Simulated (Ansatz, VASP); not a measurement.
## One calculation of SnSe2, two programs

Contents of INCAR:

```
PREC = Accurate
ENCUT = 500
EDIFF = 1E-6
ISMEAR = 0
SIGMA = 0.01
LREAL = F
LASPH = T
NELM = 120
ALGO = Normal
ISIF = 2
LWAVE = F
LCHARG = F
GGA = RE
NBANDS = 20
GGA_COMPAT = F
```

The input KPOINTS:

```
Automatic mesh
0
Gamma
  6 6 4
```

POSCAR

```
SnSe2
1.0
    3.8110000000      0.0000000000      0.0000000000
   -1.9055000000      3.3004228138      0.0000000000
    0.0000000000      0.0000000000      6.1360000000
Sn Se
1 2
Direct
    0.0000000000      0.0000000000      0.0000000000
    0.3333333333      0.6666666667      0.2490000000
    0.6666666667      0.3333333333      0.7510000000
```

Input for Ansatz:

```yaml
crystal:
  lattice:
    a: 3.811
    b: 3.811
    c: 6.136
    alpha: 90.0
    beta: 90.0
    gamma: 120.0
  space_group: 164
  atoms:
    - { symbol: Sn, position: [0.0, 0.0, 0.0] }
    - { symbol: Se, position: [0.3333333333333333, 0.6666666666666666, 0.249] }
basis:
  ecutwfc: 450.0
kpoints:
  mp_grid:
    grid: [6, 6, 4]
hamiltonian:
  xc: revpbe
scf:
  occupations:
    method: fixed
output:
  forces: true
  stress: true
```

Alike in both runs: task single point; functional revPBE; k mesh 6 × 6 × 4; no spin polarisation.

```csv
,VASP,Ansatz
version,VASP 6.6.1,Ansatz 0.2.0
potentials or method,"VASP PAW PBE potentials, release 64 (Sn_d, Se), cutoff 500 eV","plane waves, PAW"
occupations,"gaussian, width 0.01 eV",fixed
valence electrons in the cell,26,46
```

```csv
,VASP,Ansatz,Ansatz less VASP
pressure (GPa),7.0,6.9,-0.08
"traceless stress, the component that is largest in VASP (GPa)",0.94,0.94,-0.001
rms of the force components (eV/Å),0.389,0.381,-0.0077
```

VASP's potentials were made for PBE, not for revPBE. Atom by atom the forces differ by 0.008 eV/Å (rms over components). VASP's potentials hold 26 valence electrons a cell and Ansatz's 46, so a difference there can come from the potentials and not from the codes.
